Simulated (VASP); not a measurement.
# GaAs (I-4m2) in VASP: a series of runs, part 2 of 2

VASP 6.6.1. The steps go on from the part before.

## (3) Single point, LDA (equal xx and yy strain of -1 %)

The input, INCAR:

```
  PREC = Accurate
  ENCUT = 520
  EDIFF = 1E-6
  ISMEAR = -1
  SIGMA = 0.05
  LREAL = F
  LASPH = T
  NELM = 100
  ALGO = Normal
  ISIF = 2
  LWAVE = F
  LCHARG = T
  LELF = T
  LVHAR = T
  NBANDS = 16
```

The input, KPOINTS:

```
Automatic mesh
0
Gamma
  11 11 11
```

The input, POSCAR:

```
GaAs
1.0
    0.0000000000      2.7985815000      2.8268500000
    2.7985815000      0.0000000000      2.8268500000
    2.7985815000      2.7985815000      0.0000000000
Ga As
1 1
Direct
    0.0000000000      0.0000000000      0.0000000000
    0.7500000000      0.7500000000      0.7500000000
```

Potentials or basis: VASP PAW LDA potentials, release 64 (Ga_d, As).

Launch:

```
$ cat potpaw_LDA.64/Ga_d/POTCAR potpaw_LDA.64/As/POTCAR > POTCAR
$ mpirun -np 1 vasp_std > vasp.out
```

OUTCAR:

```text
PREC = Accurate
   ENCUT = 520
   EDIFF = 1E-6
   ISMEAR = -1
   LREAL = F
   LASPH = T
   NELM = 100
   ISIF = 2

 ion  position               nearest neighbor table
   1  0.000  0.000  0.000-   2 2.43   2 2.43   2 2.43   2 2.43
   2  0.750  0.750  0.750-   1 2.43   1 2.43   1 2.43   1 2.43

  LATTYP: Found a body centered tetragonal cell.
 ALAT       =     3.9577919127
 C/A-ratio  =     1.4284985479

  Lattice vectors:

 A1 = (  -2.7985815000,   0.0000000000,   2.8268500000)
 A2 = (   2.7985815000,   0.0000000000,   2.8268500000)
 A3 = (   0.0000000000,   2.7985815000,  -2.8268500000)

Analysis of symmetry for initial positions (statically):
=====================================================================
 Subroutine PRICEL returns:
 Original cell was already a primitive cell.

 Routine SETGRP: Setting up the symmetry group for a
 body centered tetragonal supercell.

 Subroutine GETGRP returns: Found  8 space group operations
 (whereof  8 operations were pure point group operations)
 out of a pool of 16 trial point group operations.

The static configuration has the point symmetry D_2d.

Analysis of symmetry for dynamics (positions and initial velocities):
=====================================================================
 Subroutine PRICEL returns:
 Original cell was already a primitive cell.

 Routine SETGRP: Setting up the symmetry group for a
 body centered tetragonal supercell.

 Subroutine GETGRP returns: Found  8 space group operations
 (whereof  8 operations were pure point group operations)
 out of a pool of 16 trial point group operations.

The dynamic configuration has the point symmetry D_2d.

 Subroutine INISYM returns: Found  8 space group operations
 (whereof  8 operations are pure point group operations),
 and found     1 'primitive' translations

----------------------------------------------------------------------------------------

                                     Primitive cell

  volume of cell :      44.2801

  direct lattice vectors                    reciprocal lattice vectors
     0.000000000  2.798581500  2.826850000    -0.178661940  0.178661940  0.176875321
     2.798581500  0.000000000  2.826850000     0.178661940 -0.178661940  0.176875321
     2.798581500  2.798581500  0.000000000     0.178661940  0.178661940 -0.176875321

  length of vectors
     3.977830984  3.977830984  3.957791913     0.308423502  0.308423502  0.308423502

  position of ions in fractional coordinates (direct lattice)
     0.000000000  0.000000000  0.000000000
     0.750000000  0.750000000  0.750000000

  ion indices of the primitive-cell ions
   primitive index   ion index
                 1           1
                 2           2

----------------------------------------------------------------------------------------

 KPOINTS: Automatic mesh

Automatic generation of k-mesh.
 Grid dimensions read from file:
 generate k-points for:   11   11   11

 Generating k-lattice:

  Cartesian coordinates                     Fractional coordinates (reciprocal lattice)
    -0.016241995  0.016241995  0.016079575     0.090909091  0.000000000  0.000000000
     0.016241995 -0.016241995  0.016079575     0.000000000  0.090909091  0.000000000
     0.016241995  0.016241995 -0.016079575    -0.000000000 -0.000000000  0.090909091

  Length of vectors
     0.028038500  0.028038500  0.028038500

  Shift w.r.t. Gamma in fractional coordinates (k-lattice)
     0.000000000  0.000000000  0.000000000

 Subroutine IBZKPT returns following result:
 ===========================================

 Found    126 irreducible k-points:

 Following reciprocal coordinates:
            Coordinates               Weight
  0.000000  0.000000  0.000000      1.000000
  0.090909 -0.000000  0.000000      8.000000
  0.181818  0.000000  0.000000      8.000000
  0.272727 -0.000000  0.000000      8.000000
  0.363636  0.000000  0.000000      8.000000
  0.454545  0.000000  0.000000      8.000000
[... 16 lines left out ...]
 -0.272727  0.181818  0.000000      8.000000
 -0.181818  0.181818  0.000000      4.000000
 [... further k-points ...]
   k-points           NKPTS =    126   k-points in BZ     NKDIM =    126   number of bands    NBANDS=     16
   number of dos      NEDOS =    301   number of ions     NIONS =      2
   total plane-waves  NPLWV =  27000
   dimension x,y,z NGX =    30 NGY =   30 NGZ =   30
   dimension x,y,z NGXF=    60 NGYF=   60 NGZF=   60
   ions per type =               1   1
   NGX,Y,Z   is equivalent  to a cutoff of  12.54, 12.54, 12.60 a.u.
   NGXF,Y,Z  is equivalent  to a cutoff of  25.08, 25.08, 25.20 a.u.
 SYSTEM =  unknown system
   PREC   = accura    normal or accurate (medium, high low for compatibility)
   ISTART =      0    job   : 0-new  1-cont  2-samecut
   ICHARG =      2    charge: 1-file 2-atom 10-const
   ISPIN  =      1    spin polarized calculation?
   LNONCOLLINEAR =      F non collinear calculations
   LSORBIT =      F    spin-orbit coupling
   LASPH  =      T    aspherical Exc in radial PAW
   ENCUT  =  520.0 eV  38.22 Ry    6.18 a.u.   7.40  7.40  7.36*2*pi/ulx,y,z
   NELM   =    100;   NELMIN=  2; NELMDL= -5     # of ELM steps
   EDIFF  = 0.1E-05   stopping-criterion for ELM
   LREAL  =      F    real-space projection
   EDIFFG = 0.1E-04   stopping-criterion for IOM
   NSW    =      0    number of steps for IOM
   IBRION =     -1    ionic relax: 0-MD 1-quasi-New 2-CG
   NFREE  =      0    steps in history (QN), initial steepest desc. (CG)
   ISIF   =      2    stress and relaxation
   ISYM   =      2    0-nonsym 1-usesym 2-fastsym
   POTIM  = 0.5000    time-step for ionic-motion
   TEBEG  =    0.0;   TEEND  =   0.0 temperature during run
   PSTRESS=    0.0 pullay stress
   NELECT =      18.0000    total number of electrons
   NUPDOWN=      -1.0000    fix difference up-down
   EMIN   =  10.00;   EMAX   =-10.00  energy-range for DOS
   EFERMI =   0.00;   METHOD = LEGACY
   ISMEAR =    -1;   SIGMA  =   0.05  broadening in eV -4-tet -1-fermi 0-gaus
   EFERMI_NEDOS =   21; number of points for ismear=-14 and -15
   IALGO  =     38    algorithm
   IMIX   =      4    mixing-type and parameters
     AMIX     =   0.40;   BMIX     =  1.00
     AMIX_MAG =   1.60;   BMIX_MAG =  1.00
  volume/ion in A,a.u.               =      22.14       149.41
  Fermi-wavevector in a.u.,A,eV,Ry     =   1.212726  2.291720 20.010155  1.470705
  Thomas-Fermi vector in A             =   2.348201
   LORBIT       =      0    0 simple, 1 ext, 2 COOP (PROOUT), +10 PAW based schemes
   GGA     = CA    functional components
   LHFCALC =     F    Hartree Fock is set to
   AEXX    =    0.0000 exact exchange contribution
   IVDW    =     0    specifies the selected vdW correction
   LEPSILON=     F    determine dielectric tensor
   LRPA    =     F    only Hartree local field effects (RPA)
 non-spin polarized calculation
  energy-cutoff  :      520.00
  volume of cell :       44.28
 maximum number of plane-waves:      1243
 NGX is ok and might be reduce to    30
   NGX = 15   NGY = 15   NGZ = 15

 number of electron      18.0000009 magnetization

 Free energy of the ion-electron system (eV)
  ---------------------------------------------------
  ext. energy  EPLUGINS =         0.00000000
  ---------------------------------------------------
  free energy    TOTEN  =        -9.64120979 eV

  energy without entropy =       -9.64119285  energy(sigma->0) =       -9.64120132

 E-fermi :   4.2774     XC(G=0): -10.0015

 val. band max:        4.0137050290   @ k =   0.0000   0.0000   0.0000
 cond. band min:       4.4771959092   @ k =   0.0000   0.0000   0.0000
 fundamental gap:      0.4634908802
 Fermi energy:         4.2774025438

 k-point     1 :       0.0000    0.0000    0.0000
  band No.  band energies     occupation
      1     -10.9726      2.00000
      2     -10.9703      2.00000
      3     -10.9703      2.00000
      4     -10.8886      2.00000
      5     -10.8874      2.00000
      6      -8.9160      2.00000
[... 8 lines left out ...]
     15      14.1125      0.00000
     16      14.3155      0.00000

 k-point     2 :       0.0909   -0.0000    0.0000
  band No.  band energies     occupation
      1     -10.9790      2.00000
      2     -10.9697      2.00000
      3     -10.9682      2.00000
      4     -10.8887      2.00000
      5     -10.8875      2.00000
      6      -8.8160      2.00000
[... 8 lines left out ...]
     15      13.4741      0.00000
     16      13.6365      0.00000
[... 387 lines left out ...]
      5     -10.8854      2.00000
      6      -7.4411      2.00000
[... 8 lines left out ...]
     15      14.3672      0.00000
     16      16.1821      0.00000

 k-point    24 :      -0.1818    0.1818    0.0000
  band No.  band energies     occupation
      1     -11.0288      2.00000
      2     -10.9546      2.00000
      3     -10.9535      2.00000
      4     -10.8922      2.00000
      5     -10.8850      2.00000
      6      -7.9259      2.00000
[... 8 lines left out ...]
     15      14.1920      0.00000
     16      14.8977      0.00000

 [... further k-points ...]
[... 5 lines left out ...]
  --------------------------------------------------------------------------------------
  -------------------------------------------------------------------------------------
  Total        0.0071980      0.0071980     -0.1725160      0.0000000     -0.0000000      0.0000000
  in kB        0.2604444      0.2604444     -6.2421096      0.0000000     -0.0000000      0.0000000
  external PRESSURE =      -1.9070736 kB  Pullay stress =       0.0000000 kB

 VOLUME and BASIS-vectors are now :
 -----------------------------------------------------------------------------
  energy-cutoff  :      520.00
  volume of cell :       44.28
      direct lattice vectors                 reciprocal lattice vectors
     0.000000000  2.798581500  2.826850000    -0.178661940  0.178661940  0.176875321
     2.798581500  0.000000000  2.826850000     0.178661940 -0.178661940  0.176875321
     2.798581500  2.798581500  0.000000000     0.178661940  0.178661940 -0.176875321

 POSITION                                       TOTAL-FORCE (eV/Angst)
 -----------------------------------------------------------------------------------
      0.00000      0.00000      0.00000         0.000000     -0.000000      0.000000
      4.19787      4.19787      4.24027        -0.000000      0.000000     -0.000000
 -----------------------------------------------------------------------------------
    total drift:                                0.000001      0.000001     -0.000000

  FREE ENERGIE OF THE ION-ELECTRON SYSTEM (eV)
  ---------------------------------------------------
  free  energy   TOTEN  =        -9.6412097872 eV

  energy  without entropy=       -9.6411928464  energy(sigma->0) =       -9.64120132
```

OSZICAR:

```text
N       E                     dE             d eps       ncg     rms          rms(c)
DAV:   1     0.836877518975E+02    0.83688E+02   -0.89773E+03  4112   0.156E+03
DAV:   2    -0.303234107518E+01   -0.86720E+02   -0.82718E+02  4616   0.312E+02
DAV:   3    -0.976732391732E+01   -0.67350E+01   -0.67122E+01  4880   0.674E+01
DAV:   4    -0.987207676317E+01   -0.10475E+00   -0.10474E+00  5048   0.938E+00
DAV:   5    -0.987358868532E+01   -0.15119E-02   -0.15119E-02  5032   0.101E+00    0.305E+00
DAV:   6    -0.968644322078E+01    0.18715E+00   -0.21706E-01  6328   0.826E+00    0.179E+00
DAV:   7    -0.964443637398E+01    0.42007E-01   -0.64054E-02  5784   0.188E+00    0.523E-01
DAV:   8    -0.964122937760E+01    0.32070E-02   -0.89391E-03  4896   0.104E+00    0.110E-01
DAV:   9    -0.964119960404E+01    0.29774E-04   -0.67835E-04  5056   0.318E-01    0.407E-02
DAV:  10    -0.964120509804E+01   -0.54940E-05   -0.41535E-05  6088   0.697E-02    0.214E-02
DAV:  11    -0.964120992698E+01   -0.48289E-05   -0.69789E-06  4744   0.404E-02    0.269E-03
DAV:  12    -0.964120978722E+01    0.13976E-06   -0.47647E-07  3248   0.108E-02
   1 F= -.96412098E+01 E0= -.96412013E+01  d E =-.169408E-04
```

stdout:

```text
POSCAR found type information on POSCAR GaAs
 POSCAR found :  2 types and       2 ions
 scaLAPACK will be used
 LDA part: xc-table for (Slater(with rela. corr.)+CA(PZ))
 , standard interpolation
 POSCAR, INCAR and KPOINTS ok, starting setup
 FFT: planning ... GRIDC
 FFT: planning ... GRID_SOFT
 FFT: planning ... GRID
 WAVECAR not read
 entering main loop
```

Run time: 70 s. Hardware: 1 thread of Intel Xeon 6975P-C (Granite Rapids), shared host; peak memory 0.22 GiB.

Results:

| Quantity | Value |
| --- | --- |
| Free energy | -9.6412 eV |
| Pressure | -0.2 GPa |
| Band gap on the k mesh | 0.46 eV |

Stress tensor (GPa, compression positive):
```
 0.03  0.00  0.00
 0.00  0.03  0.00
 0.00  0.00 -0.62
```

Caveat: the cell differs from its parent crystal (equal xx and yy strain of -1 %); an odd mesh through Γ misses points on the zone boundary, where band edges can lie.

## (4) Single point, LDA (zz strain of -1 %)

The input, INCAR:

```
PREC = Accurate
ENCUT = 520
EDIFF = 1E-7
ISMEAR = -1
SIGMA = 0.05
LREAL = F
LASPH = T
NELM = 100
ALGO = Normal
ISIF = 2
LWAVE = F
LCHARG = F
GGA = CA
NBANDS = 16
```

KPOINTS is that of step 3.

The input, POSCAR:

```
GaAs
1.0
    0.0000000000      2.8268500000      2.7985815000
    2.8268500000      0.0000000000      2.7985815000
    2.8268500000      2.8268500000      0.0000000000
Ga As
1 1
Direct
    0.0000000000      0.0000000000      0.0000000000
    0.7500000000      0.7500000000      0.7500000000
```

Potentials or basis: VASP PAW LDA potentials, release 64 (Ga_d, As).

Launch:

```
$ cat potpaw_LDA.64/Ga_d/POTCAR potpaw_LDA.64/As/POTCAR > POTCAR
$ mpirun -np 1 vasp_std > vasp.out
```

OUTCAR:

```text
PREC = Accurate
   ENCUT = 520
   EDIFF = 1E-7
   ISMEAR = -1
   LREAL = F
   LASPH = T
   NELM = 100
   ISIF = 2
   GGA = CA

 ion  position               nearest neighbor table
   1  0.000  0.000  0.000-   2 2.44   2 2.44   2 2.44   2 2.44
   2  0.750  0.750  0.750-   1 2.44   1 2.44   1 2.44   1 2.44

  LATTYP: Found a body centered tetragonal cell.
 ALAT       =     3.9977696088
 C/A-ratio  =     1.4000714267

  Lattice vectors:
[... 640 lines left out ...]
     16      14.7549      0.00000

 [... further k-points ...]

------------------------ aborting loop because EDIFF is reached ----------------------------------------

  FORCE on cell =-STRESS in cart. coord.  units (eV):
  Direction    XX          YY          ZZ          XY          YZ          ZX
  --------------------------------------------------------------------------------------
  -------------------------------------------------------------------------------------
  Total       -0.3123341     -0.3123341     -0.1381999      0.0000000      0.0000000      0.0000000
  in kB      -11.1881059    -11.1881059     -4.9504513      0.0000000      0.0000000      0.0000000
  external PRESSURE =      -9.1088877 kB  Pullay stress =       0.0000000 kB

 VOLUME and BASIS-vectors are now :
 -----------------------------------------------------------------------------
  energy-cutoff  :      520.00
  volume of cell :       44.73
      direct lattice vectors                 reciprocal lattice vectors
     0.000000000  2.826850000  2.798581500    -0.176875321  0.176875321  0.178661940
     2.826850000  0.000000000  2.798581500     0.176875321 -0.176875321  0.178661940
     2.826850000  2.826850000  0.000000000     0.176875321  0.176875321 -0.178661940

 POSITION                                       TOTAL-FORCE (eV/Angst)
 -----------------------------------------------------------------------------------
      0.00000      0.00000      0.00000        -0.000000     -0.000000      0.000000
      4.24027      4.24027      4.19787         0.000000      0.000000      0.000000
 -----------------------------------------------------------------------------------
    total drift:                                0.000000      0.000000      0.000001

  FREE ENERGIE OF THE ION-ELECTRON SYSTEM (eV)
  ---------------------------------------------------
  free  energy   TOTEN  =        -9.6396934065 eV

  energy  without entropy=       -9.6396616837  energy(sigma->0) =       -9.63967755
```

stdout:

```text
POSCAR found type information on POSCAR GaAs
 POSCAR found :  2 types and       2 ions
 scaLAPACK will be used
 LDA part: xc-table for (Slater(with rela. corr.)+CA(PZ))
 , standard interpolation
 POSCAR, INCAR and KPOINTS ok, starting setup
 FFT: planning ... GRIDC
 FFT: planning ... GRID_SOFT
 FFT: planning ... GRID
 WAVECAR not read
 entering main loop
```

Wall time 94 s (1 thread of Intel Xeon 6975P-C (Granite Rapids), shared host); peak memory 0.21 GiB.

What came out:

- Free energy: -9.6397 eV
- Pressure: -0.9 GPa
- Band gap on the k mesh: 0.37 eV

Stress tensor (GPa, compression positive):
```
-1.12  0.00  0.00
 0.00 -1.12  0.00
 0.00  0.00 -0.50
```

Caveat: the cell differs from its parent crystal (zz strain of -1 %).

## (5) Single point, LDA (zz strain of +1 %)

The input, INCAR:

```
ALGO = Normal ; EDIFF = 1E-7
ENCUT = 520 ; ISIF = 2
ISMEAR = -1 ; LASPH = T
LCHARG = F ; LREAL = F
LWAVE = F ; NBANDS = 16
NELM = 60 ; PREC = Accurate
SIGMA = 0.05
```

The input, KPOINTS:

```
k-points
0
Gamma
  11 11 11
```

The input, POSCAR:

```
GaAs
1.0
    0.0000000000      2.8268500000      2.8551185000
    2.8268500000      0.0000000000      2.8551185000
    2.8268500000      2.8268500000      0.0000000000
Ga As
1 1
Direct
    0.0000000000      0.0000000000      0.0000000000
    0.7500000000      0.7500000000      0.7500000000
```

Launch:

```
$ cat potpaw_LDA.64/Ga_d/POTCAR potpaw_LDA.64/As/POTCAR > POTCAR
$ mpirun -np 1 vasp_std > vasp.out
```

It took 79 s on 1 thread of Intel Xeon 6975P-C (Granite Rapids), shared host; peak memory 0.22 GiB.

It converged, with:

- Free energy: -9.6308 eV
- Pressure: -2.2 GPa
- Band gap on the k mesh: 0.24 eV

Stress tensor (GPa, compression positive):
```
-2.03  0.00  0.00
 0.00 -2.03  0.00
 0.00  0.00 -2.66
```

Levels at points of the mesh, in eV from the valence-band top:
| k point | band 5 | band 6 | band 7 | band 8 | band 9 | band 10 | band 11 | band 12 | band 13 | band 14 |
| --- | --- | --- | --- | --- | --- | --- | --- | --- | --- | --- |
| (0.00, 0.00, 0.00) | -14.85 | -12.71 | -0.06 | 0.00 | 0.00 | 0.24 | 3.64 | 3.64 | 3.67 | 7.29 |

Caveat: the cell differs from its parent crystal (zz strain of +1 %).

## (6) Overview

```csv
cell,gap on the mesh (eV),pressure (GPa)
"a = 3.958, b = 3.958, c = 3.998 Å, angles 59.7, 59.7, 60.7°, 2 atoms",0.41,-0.2
"a = 3.978, b = 3.978, c = 3.958 Å, angles 60.2, 60.2, 59.7°, 2 atoms",0.46,-0.2
"a = 3.978, b = 3.978, c = 3.998 Å, angles 59.8, 59.8, 60.3°, 2 atoms",0.37,-0.9
"a = 4.018, b = 4.018, c = 3.998 Å, angles 60.2, 60.2, 59.7°, 2 atoms",0.24,-2.2
```

Alike in all rows: task single point; level LDA; potentials or basis VASP PAW LDA potentials, release 64 (Ga_d, As); no spin polarisation; k mesh 11 × 11 × 11; cutoff (eV) 520; smearing fermi-dirac 0.05 eV.

Caveats: an odd mesh through Γ misses points on the zone boundary, where band edges can lie (at least some runs).

Total energies depend on the potentials used, so only differences within one code and one set of settings carry meaning.
